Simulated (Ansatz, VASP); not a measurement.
## One calculation of BaF2, two programs

File INCAR:

```
SYSTEM = BaF2
  PREC = Accurate
  ENCUT = 600
  EDIFF = 1E-6
  ISMEAR = -1
  SIGMA = 0.05
  LREAL = .FALSE.
  LASPH = .TRUE.
  NELM = 120
  ALGO = Normal
  ISIF = 2
  LWAVE = .FALSE.
  LCHARG = .FALSE.
  GGA = PE
  NBANDS = 19
  GGA_COMPAT = .FALSE.
```

The input KPOINTS:

```
Automatic mesh
0
G
  6 6 6
  0 0 0
```

File POSCAR:

```
BaF2
1.0
    0.0000000000      3.0439281266      3.0439281266
    3.0439281266      0.0000000000      3.0439281266
    3.0439281266      3.0439281266      0.0000000000
Ba F
1 2
Direct
    0.0000000000      0.0000000000      0.0000000000
    0.2500000000      0.2500000000      0.2500000000
    0.7500000000      0.7500000000      0.7500000000
```

Input for Ansatz:

```yaml
crystal:
  lattice:
    - [0.0, 3.0439281266171503, 3.0439281266171503]
    - [3.0439281266171503, 0.0, 3.0439281266171503]
    - [3.0439281266171503, 3.0439281266171503, 0.0]
  atoms:
    - { symbol: Ba, position: [0.0, 0.0, 0.0] }
    - { symbol: F, position: [0.25, 0.25, 0.25] }
    - { symbol: F, position: [0.75, 0.75, 0.75] }
basis:
  ecutwfc: 500.0
kpoints:
  mp_grid:
    grid: [6, 6, 6]
hamiltonian:
  xc: pbe
  pseudopotentials:
    kind: paw
scf:
  occupations:
    method: fermi_dirac
    width: 0.05
output:
  stress: true
```

Alike in both runs: task single point; functional PBE; k mesh 6 × 6 × 6; occupations fermi-dirac, width 0.05 eV; no spin polarisation.

```csv
,VASP,Ansatz
version,VASP 6.6.1,Ansatz 0.2.0
potentials or method,"VASP PAW PBE potentials, release 64 (Ba_sv, F), cutoff 600 eV","plane waves, PAW"
valence electrons in the cell,24,24
```

Ansatz gave:

- pressure (GPa): 5.0

Question: Which values does VASP return?

Answer: Pressure (GPa): 6.3.

Spin-orbit coupling is off throughout.
